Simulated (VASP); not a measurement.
Input of a VASP 6.6.1 run:

File INCAR:

```
SYSTEM = HfB
PREC = Accurate ; ENCUT = 520
EDIFF = 1E-6 ; ISMEAR = 1
SIGMA = 0.0053 ; LREAL = .FALSE.
LASPH = .TRUE. ; NELM = 100
ALGO = Normal ; ISIF = 2
LWAVE = .FALSE. ; LCHARG = .FALSE.
GGA = PE ; NBANDS = 14
```

KPOINTS

```
regular mesh
0
G
  6 6 6
  0 0 0
```

File POSCAR:

```
HfB
1.0
    0.0000000000      2.3100000000      2.3100000000
    2.3100000000      0.0000000000      2.3100000000
    2.3100000000      2.3100000000      0.0000000000
Hf B
1 1
Direct
    0.5000000000      0.5000000000      0.5000000000
    0.0000000000      0.0000000000      0.0000000000
```

Potentials or basis: VASP PAW PBE potentials, release 64 (Hf_pv, B).

The run is started by

```sh
$ cat potpaw_PBE.64/Hf_pv/POTCAR potpaw_PBE.64/B/POTCAR > POTCAR
$ mpirun -np 1 vasp_std > vasp.out
```

Estimate the pressure.

30.6 GPa.

Caveat: the k points lie up to 0.39 Å⁻¹ apart.
